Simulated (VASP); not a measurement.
# K8Ta8HO23 (a cell with a defect) in VASP: further runs

K8Ta8HO23 (a cell with a defect) is run at these levels: PBEsol; tasks: relaxation of the atoms.

Program: VASP 6.6.1. These are calculated values, not measurements. Logs are shortened: lines on timing, memory, paths and dates and some standing lists are left out, and cuts for length are marked.

**1. The cell of the first run**

The cell holds a defect, 40 atoms: a = 7.971 Å, b = 7.971 Å, c = 7.971 Å, α = 90.00°, β = 90.00°, γ = 90.00°.

**2. Relaxation of the atoms, PBEsol**

Contents of INCAR:

```
SYSTEM = K8Ta8HO23
PREC = Accurate ; ENCUT = 520
EDIFF = 1E-7 ; ISMEAR = -1
SIGMA = 0.05 ; LREAL = Auto
LASPH = .TRUE. ; NELM = 120
ALGO = Normal ; ISIF = 2
LWAVE = .FALSE. ; LCHARG = .FALSE.
GGA = PS ; IBRION = 2
NSW = 100 ; EDIFFG = -0.03
NELECT = 298.0 ; ISYM = -1
GGA_COMPAT = .FALSE. ; NELMIN = 4
```

Contents of KPOINTS:

```
explicit points
1
Reciprocal
  0.25000000   0.25000000   0.25000000 1
```

Contents of POSCAR:

```
K8Ta8HO23
1.0
    7.9708780000      0.0000000000      0.0000000000
    0.0000000000      7.9708780000      0.0000000000
    0.0000000000      0.0000000000      7.9708780000
K Ta O H
8 8 23 1
Direct
    0.0003550000      0.9981920000      0.0043220000
    0.0035530000      0.0034720000      0.4975830000
    0.0030300000      0.4975830000      0.9979440000
    0.0011030000      0.5016650000      0.4968590000
    0.5005050000      0.0033720000      0.0020550000
    0.5005020000      0.0003240000      0.4936100000
    0.4990280000      0.5005330000      0.9993380000
    0.5031620000      0.4962260000      0.4987730000
    0.2465880000      0.2528750000      0.2506110000
    0.2548860000      0.2454180000      0.7441330000
    0.2526710000      0.7497290000      0.2529600000
    0.2503170000      0.7482150000      0.7497180000
    0.7526790000      0.2507980000      0.2532320000
    0.7481870000      0.2495920000      0.7520200000
    0.7467570000      0.7474530000      0.2544660000
    0.7530900000      0.7506280000      0.7519370000
    0.2482530000      0.2528480000      0.0018830000
    0.2530060000      0.7526080000      0.9995100000
    0.2508370000      0.7518010000      0.4987430000
    0.7498370000      0.2476560000      0.9942980000
    0.7495960000      0.2476320000      0.5009710000
    0.7498020000      0.7536570000      0.0017910000
    0.7472140000      0.7479720000      0.5000600000
    0.0034420000      0.2507540000      0.2485920000
    0.0001790000      0.2495440000      0.7507860000
    0.0027840000      0.7486420000      0.2529440000
    0.9990940000      0.7480870000      0.7504130000
    0.5010360000      0.2496760000      0.2494390000
    0.5025580000      0.2504650000      0.7538650000
    0.5018300000      0.7488170000      0.2479180000
    0.5012150000      0.7491210000      0.7520750000
    0.2532250000      0.0012730000      0.2489260000
    0.2497310000      0.9990130000      0.7508910000
    0.2515250000      0.5006490000      0.2497940000
    0.2467700000      0.4971010000      0.7450630000
    0.7544030000      0.9993000000      0.2492760000
    0.7475610000      0.0056180000      0.7495660000
    0.7514550000      0.5001790000      0.2531420000
    0.7480830000      0.5004910000      0.7462760000
    0.2511510000      0.2500400000      0.4999820000
```

Potentials or basis: VASP PAW PBE potentials, release 64 (K_sv, Ta_pv, O, H).

The run is started by

```sh
cat potpaw_PBE.64/K_sv/POTCAR potpaw_PBE.64/Ta_pv/POTCAR potpaw_PBE.64/O/POTCAR potpaw_PBE.64/H/POTCAR > POTCAR
mpirun -np 1 vasp_std > vasp.out
```

OUTCAR:

```text
SYSTEM = K8Ta8HO23
   PREC = Accurate
   ENCUT = 520
   EDIFF = 1E-7
   ISMEAR = -1
   LREAL = Auto
   LASPH = .TRUE.
   NELM = 120
   ISIF = 2
   GGA = PS
   IBRION = 2
   NSW = 100
   EDIFFG = -0.03
   NELECT = 298.0
   ISYM = -1
   NELMIN = 4

 ion  position               nearest neighbor table
   1  0.000  0.998  0.004-  36 2.77  22 2.79  24 2.80  32 2.80  26 2.81  18 2.81  20 2.82  17 2.83
                            33 2.83  27 2.84  25 2.85  37 2.86  16 3.44   9 3.44  13 3.45  11 3.45
   2  0.004  0.003  0.498-  24 2.80  36 2.80  21 2.81  32 2.81  19 2.81  25 2.81  26 2.82  33 2.82
                            37 2.86  27 2.86  23 2.88   9 3.40  10 3.41  13 3.42  11 3.44  12 3.47
   3  0.003  0.498  0.998-  17 2.76  25 2.79  35 2.80  24 2.80  27 2.81  34 2.82  20 2.84  18 2.85
                            26 2.85  39 2.86  38 2.86  22 2.87   9 3.41  12 3.43  14 3.45  16 3.45
   4  0.001  0.502  0.497-  26 2.77  38 2.78  35 2.78  34 2.80  24 2.81  19 2.82  27 2.82  23 2.82
                            39 2.83  21 2.85  25 2.85   9 3.41  15 3.42  13 3.42  11 3.42  12 3.45
   5  0.501  0.003  0.002-  28 2.78  20 2.78  32 2.79  29 2.79  18 2.81  22 2.81  37 2.82  30 2.82
                            36 2.82  17 2.83  33 2.83  31 2.84  14 3.42  10 3.43  13 3.46   9 3.46
   6  0.501  0.000  0.494-  32 2.77  28 2.78  21 2.80  30 2.80  19 2.81  36 2.81  23 2.81  37 2.84
                            33 2.86  31 2.87  29 2.88  15 3.40  11 3.40  10 3.41  13 3.42   9 3.45
   7  0.499  0.501  0.999-  29 2.79  31 2.79  30 2.80  34 2.81  18 2.81  17 2.81  28 2.82  39 2.83
                            20 2.84  22 2.84  38 2.85  35 2.86  12 3.43  14 3.44  11 3.45  15 3.45
   8  0.503  0.496  0.499-  39 2.78  38 2.78  21 2.79  23 2.79  28 2.80  34 2.82  29 2.82  35 2.83
                            30 2.84  31 2.85  19 2.86  15 3.40  13 3.41  10 3.43  14 3.43   9 3.44
   9  0.247  0.253  0.251-  24 1.94  34 1.98  17 1.98  40 1.99  32 2.01  28 2.03   2 3.40   4 3.41
                             3 3.41   1 3.44   8 3.44   6 3.45   7 3.46   5 3.46
  10  0.255  0.245  0.744-  40 1.95  33 1.97  29 1.98  35 2.01  25 2.03  17 2.06   2 3.41   6 3.41
                             8 3.43   5 3.43   7 3.47   4 3.49   3 3.49   1 3.51
  11  0.253  0.750  0.253-  19 1.96  34 1.99  30 1.99  26 1.99  32 2.01  18 2.02   6 3.40   4 3.42
                             2 3.44   7 3.45   1 3.45   8 3.45   5 3.46   3 3.48
[... 15 lines left out ...]
  22  0.750  0.754  0.002-  16 1.99  15 2.01   1 2.79   5 2.81   7 2.84   3 2.87
[... 15 lines left out ...]
  38  0.751  0.500  0.253-  15 1.97  13 1.99   4 2.78   8 2.78   7 2.85   3 2.86
  39  0.748  0.500  0.746-  16 1.99  14 2.00   8 2.78   7 2.83   4 2.83   3 2.86
  40  0.251  0.250  0.500-  10 1.95   9 1.99

IMPORTANT INFORMATION: All symmetrisations will be switched off!
NOSYMM: (Re-)initialisation of all symmetry stuff for point group C_1.

----------------------------------------------------------------------------------------

                                     Primitive cell

  volume of cell :     506.4289

  direct lattice vectors                    reciprocal lattice vectors
     7.970878000  0.000000000  0.000000000     0.125456694  0.000000000  0.000000000
     0.000000000  7.970878000  0.000000000     0.000000000  0.125456694  0.000000000
     0.000000000  0.000000000  7.970878000     0.000000000  0.000000000  0.125456694

  length of vectors
     7.970878000  7.970878000  7.970878000     0.125456694  0.125456694  0.125456694

  position of ions in fractional coordinates (direct lattice)
     0.000355000  0.998192000  0.004322000
     0.003553000  0.003472000  0.497583000
     0.003030000  0.497583000  0.997944000
     0.001103000  0.501665000  0.496859000
     0.500505000  0.003372000  0.002055000
     0.500502000  0.000324000  0.493610000
[... 32 lines left out ...]
     0.748083000  0.500491000  0.746276000
     0.251151000  0.250040000  0.499982000

  ion indices of the primitive-cell ions
   primitive index   ion index
                 1           1
                 2           2
                 3           3
                 4           4
                 5           5
                 6           6
[... 32 lines left out ...]
                39          39
                40          40

----------------------------------------------------------------------------------------

 KPOINTS: explicit points

Read explicit list of k-points.

 Found      1 k-points:

 Following reciprocal coordinates:
            Coordinates               Weight
  0.250000  0.250000  0.250000      1.000000
   k-points           NKPTS =      1   k-points in BZ     NKDIM =      1   number of bands    NBANDS=    178
   number of dos      NEDOS =    301   number of ions     NIONS =     40
   total plane-waves  NPLWV = 216000
   dimension x,y,z NGX =    60 NGY =   60 NGZ =   60
   dimension x,y,z NGXF=   120 NGYF=  120 NGZF=  120
   ions per type =               8   8  23   1
   NGX,Y,Z   is equivalent  to a cutoff of  12.51, 12.51, 12.51 a.u.
   NGXF,Y,Z  is equivalent  to a cutoff of  25.03, 25.03, 25.03 a.u.
 SYSTEM =  K8Ta8HO23
   PREC   = accura    normal or accurate (medium, high low for compatibility)
   ISTART =      0    job   : 0-new  1-cont  2-samecut
   ICHARG =      2    charge: 1-file 2-atom 10-const
   ISPIN  =      1    spin polarized calculation?
   LNONCOLLINEAR =      F non collinear calculations
   LSORBIT =      F    spin-orbit coupling
   LASPH  =      T    aspherical Exc in radial PAW
   ENCUT  =  520.0 eV  38.22 Ry    6.18 a.u.  14.82 14.82 14.82*2*pi/ulx,y,z
   NELM   =    120;   NELMIN=  4; NELMDL= -5     # of ELM steps
   EDIFF  = 0.1E-06   stopping-criterion for ELM
   LREAL  =      T    real-space projection
   EDIFFG = -.3E-01   stopping-criterion for IOM
   NSW    =    100    number of steps for IOM
   IBRION =      2    ionic relax: 0-MD 1-quasi-New 2-CG
   NFREE  =      1    steps in history (QN), initial steepest desc. (CG)
   ISIF   =      2    stress and relaxation
   ISYM   =     -1    0-nonsym 1-usesym 2-fastsym
   POTIM  = 0.5000    time-step for ionic-motion
   TEBEG  =    0.0;   TEEND  =   0.0 temperature during run
   PSTRESS=    0.0 pullay stress
   NELECT =     298.0000    total number of electrons
   NUPDOWN=      -1.0000    fix difference up-down
   EMIN   =  10.00;   EMAX   =-10.00  energy-range for DOS
   EFERMI =   0.00;   METHOD = LEGACY
   ISMEAR =    -1;   SIGMA  =   0.05  broadening in eV -4-tet -1-fermi 0-gaus
   EFERMI_NEDOS =   21; number of points for ismear=-14 and -15
   IALGO  =     38    algorithm
   IMIX   =      4    mixing-type and parameters
     AMIX     =   0.40;   BMIX     =  1.00
     AMIX_MAG =   1.60;   BMIX_MAG =  1.00
  volume/ion in A,a.u.               =      12.66        85.44
  Fermi-wavevector in a.u.,A,eV,Ry     =   1.371853  2.592425 25.605883  1.881979
  Thomas-Fermi vector in A             =   2.497512
   LORBIT       =      0    0 simple, 1 ext, 2 COOP (PROOUT), +10 PAW based schemes
   GGA     = PS    functional components
   LHFCALC =     F    Hartree Fock is set to
   AEXX    =    0.0000 exact exchange contribution
   IVDW    =     0    specifies the selected vdW correction
   LEPSILON=     F    determine dielectric tensor
   LRPA    =     F    only Hartree local field effects (RPA)
 conjugate gradient relaxation of ions
 non-spin polarized calculation
  energy-cutoff  :      520.00
  volume of cell :      506.43
 maximum number of plane-waves:     13601
 NGX is ok and might be reduce to    60
   NGX = 29   NGY = 29   NGZ = 29

--------------------------------------- Ionic step        1  -------------------------------------------

 number of electron     297.9999960 magnetization

 Free energy of the ion-electron system (eV)
  ---------------------------------------------------
  ext. energy  EPLUGINS =         0.00000000
  ---------------------------------------------------
  free energy    TOTEN  =      -340.14412182 eV

  energy without entropy =     -340.14412182  energy(sigma->0) =     -340.14412182

------------------------ aborting loop because EDIFF is reached ----------------------------------------

  FORCE on cell =-STRESS in cart. coord.  units (eV):
  Direction    XX          YY          ZZ          XY          YZ          ZX
  --------------------------------------------------------------------------------------
  -------------------------------------------------------------------------------------
  Total       -6.5833038     -7.2947636     -8.4483583     -1.3380016     -1.4165228     -0.7673696
  in kB      -20.8274449    -23.0782737    -26.7278742     -4.2330044     -4.4814202     -2.4277093
  external PRESSURE =     -23.5445310 kB  Pullay stress =       0.0000000 kB
[... 203 lines left out ...]
  FREE ENERGIE OF THE ION-ELECTRON SYSTEM (eV)
  ---------------------------------------------------
  free  energy   TOTEN  =      -340.8890813969 eV

  energy  without entropy=     -340.8890813968  energy(sigma->0) =     -340.88908140

[... ionic steps 4 to 13 ...]

--------------------------------------- Ionic step       14  -------------------------------------------

 number of electron     297.9999885 magnetization

------------------------ aborting loop because EDIFF is reached ----------------------------------------

  FORCE on cell =-STRESS in cart. coord.  units (eV):
  Direction    XX          YY          ZZ          XY          YZ          ZX
  --------------------------------------------------------------------------------------
  -------------------------------------------------------------------------------------
  Total       -7.6727637     -7.6773432     -4.5845480     -1.3939038     -1.1312264     -1.1335089
  in kB      -24.2741437    -24.2886318    -14.5040278     -4.4098610     -3.5788346     -3.5860558
  external PRESSURE =     -21.0222678 kB  Pullay stress =       0.0000000 kB
[... 133 lines left out ...]
  energy  without entropy=     -341.0331452687  energy(sigma->0) =     -341.03314527

--------------------------------------- Ionic step       16  -------------------------------------------

 number of electron     297.9999885 magnetization

 Free energy of the ion-electron system (eV)
  ---------------------------------------------------
  ext. energy  EPLUGINS =         0.00000000
  ---------------------------------------------------
  free energy    TOTEN  =      -341.03369972 eV

  energy without entropy =     -341.03369972  energy(sigma->0) =     -341.03369972

 E-fermi :   2.6857     XC(G=0): -11.0619

 val. band max:        1.4419732838   @ k =   0.2500   0.2500   0.2500
 cond. band min:       4.3353209452   @ k =   0.2500   0.2500   0.2500
 fundamental gap:      2.8933476613
 Fermi energy:         2.6857175305

 k-point     1 :       0.2500    0.2500    0.2500
  band No.  band energies     occupation
      1     -32.7870      2.00000
      2     -32.7133      2.00000
      3     -32.6580      2.00000
      4     -32.6546      2.00000
      5     -32.6525      2.00000
      6     -32.6490      2.00000
[... 153 lines left out ...]
    160       6.3008      0.00000
    161       6.3297      0.00000
 [bands above 161 left out]

------------------------ aborting loop because EDIFF is reached ----------------------------------------

  FORCE on cell =-STRESS in cart. coord.  units (eV):
  Direction    XX          YY          ZZ          XY          YZ          ZX
  --------------------------------------------------------------------------------------
  -------------------------------------------------------------------------------------
  Total       -7.6578043     -7.6596077     -4.5504215     -1.3905460     -1.1307736     -1.1305437
  in kB      -24.2268169    -24.2325223    -14.3960624     -4.3992380     -3.5774021     -3.5766747
  external PRESSURE =     -20.9518006 kB  Pullay stress =       0.0000000 kB
[... 55 lines left out ...]
  FREE ENERGIE OF THE ION-ELECTRON SYSTEM (eV)
  ---------------------------------------------------
  free  energy   TOTEN  =      -341.0336997200 eV

  energy  without entropy=     -341.0336997200  energy(sigma->0) =     -341.03369972

 reached required accuracy - stopping structural energy minimisation
```

Run time: 30 min. Hardware: 1 thread of Intel Xeon Platinum 8259CL at 2.50GHz (Skylake/Cascade Lake), shared host; peak memory 0.6 GiB.

What came out:

| Property | Result |
| --- | --- |
| Free energy | -341.0337 eV |
| Energy gained by relaxing | 22.2 meV/atom |
| Ionic steps | 16 |
| Largest force after relaxing | 0.028 eV/Å |

Forces on the atoms (eV/Å):
```
K    0.004  0.008 -0.003
K   -0.001  0.000 -0.007
K    0.006 -0.007  0.004
K    0.003 -0.005 -0.003
K   -0.004  0.004 -0.002
K   -0.005  0.002 -0.004
K   -0.006 -0.004 -0.003
K   -0.003  0.001 -0.001
Ta  -0.014 -0.009  0.022
Ta   0.013  0.011 -0.022
Ta  -0.011 -0.012 -0.004
Ta  -0.004  0.006  0.009
Ta  -0.009  0.002 -0.005
Ta   0.004  0.000 -0.003
Ta   0.005  0.007  0.001
Ta   0.006 -0.014 -0.007
O    0.005 -0.008  0.016
O    0.001 -0.001 -0.005
O    0.001 -0.004  0.016
O   -0.002  0.011  0.003
O    0.003 -0.007  0.014
O   -0.001 -0.002 -0.015
O   -0.003  0.013  0.003
O   -0.016 -0.006 -0.011
O   -0.001  0.000  0.008
O   -0.005 -0.003 -0.010
O   -0.003  0.002  0.009
O    0.016 -0.002  0.001
O    0.000  0.003  0.005
O    0.003 -0.006  0.006
O    0.015  0.005 -0.009
O    0.000 -0.006  0.005
O   -0.001  0.012  0.001
O   -0.003  0.000 -0.014
O    0.008  0.012  0.013
O   -0.006  0.011  0.007
O    0.010 -0.007 -0.014
O   -0.003  0.000 -0.011
O    0.001 -0.005  0.007
H   -0.001 -0.001  0.003
```

Step by step:
```
step  energy change (eV)  largest force (eV/Å)  pressure (GPa)
   1              0.0000                3.9814           -2.35
   2             -0.0562                4.6460           -0.82
   3             -0.7450                0.5134           -1.92
   4             -0.8094                0.5116           -1.89
   5             -0.8094                0.5346           -1.89
   6             -0.8608                0.2425           -2.02
   7             -0.8661                0.3539           -2.06
   8             -0.8814                0.2287           -2.09
   9             -0.8814                0.2352           -2.09
  10             -0.8866                0.1168           -2.09
  11             -0.8868                0.0851           -2.09
  12             -0.8883                0.0550           -2.11
  13             -0.8884                0.0683           -2.11
  14             -0.8890                0.0476           -2.10
  15             -0.8890                0.0456           -2.10
  16             -0.8896                0.0283           -2.10
```

Final structure:
```cif
data_structure
_symmetry_space_group_name_H-M 'P 1'
_symmetry_Int_Tables_number 1
_cell_length_a 7.9709
_cell_length_b 7.9709
_cell_length_c 7.9709
_cell_angle_alpha 90.000
_cell_angle_beta 90.000
_cell_angle_gamma 90.000
_cell_volume 506.43
loop_
_atom_site_label
_atom_site_type_symbol
_atom_site_fract_x
_atom_site_fract_y
_atom_site_fract_z
_atom_site_occupancy
K1 K 0.99724 0.99626 0.00018 1
K2 K 0.99790 0.99709 0.49966 1
K3 K 0.99722 0.50364 0.99986 1
K4 K 0.99782 0.50300 0.50000 1
K5 K 0.50445 0.99636 0.00006 1
K6 K 0.50369 0.99715 0.50001 1
K7 K 0.50465 0.50378 0.99989 1
K8 K 0.50377 0.50285 0.50041 1
Ta1 Ta 0.24954 0.24881 0.24207 1
Ta2 Ta 0.25221 0.25136 0.75736 1
Ta3 Ta 0.25106 0.74860 0.25109 1
Ta4 Ta 0.25078 0.75153 0.74863 1
Ta5 Ta 0.74940 0.24985 0.25137 1
Ta6 Ta 0.75246 0.25029 0.74897 1
Ta7 Ta 0.75097 0.74978 0.25028 1
Ta8 Ta 0.75079 0.75042 0.75016 1
O1 O 0.25035 0.25053 0.99961 1
O2 O 0.25046 0.74966 0.99981 1
O3 O 0.25093 0.75037 0.49972 1
O4 O 0.75100 0.24975 0.99982 1
O5 O 0.75045 0.24991 0.49979 1
O6 O 0.75093 0.74985 0.00006 1
O7 O 0.75048 0.74976 0.50002 1
O8 O 0.00448 0.25046 0.25655 1
O9 O 0.00364 0.24938 0.74293 1
O10 O 0.00161 0.75003 0.24998 1
O11 O 0.00118 0.74978 0.74981 1
O12 O 0.49777 0.25025 0.25593 1
O13 O 0.49708 0.24963 0.74353 1
O14 O 0.50023 0.75037 0.24940 1
O15 O 0.49973 0.74959 0.75054 1
O16 O 0.25108 0.00364 0.25562 1
O17 O 0.25039 0.00282 0.74354 1
O18 O 0.25138 0.49703 0.25672 1
O19 O 0.25006 0.49624 0.74279 1
O20 O 0.75111 0.00065 0.24958 1
O21 O 0.75009 0.00051 0.75039 1
O22 O 0.75100 0.49929 0.24985 1
O23 O 0.75056 0.49913 0.75015 1
H1 H 0.25107 0.24963 0.49961 1
```

Caveat: the cell carries a net charge on a neutralising background, which shifts energy and pressure; the cell is charged against a uniform background, so pressure and absolute levels hang on convention; the PAW data sets were made with another functional, which shifts forces and pressure a little; spin-orbit coupling is left out, which moves the levels of the heavy elements.

[end of part 1 of 2]
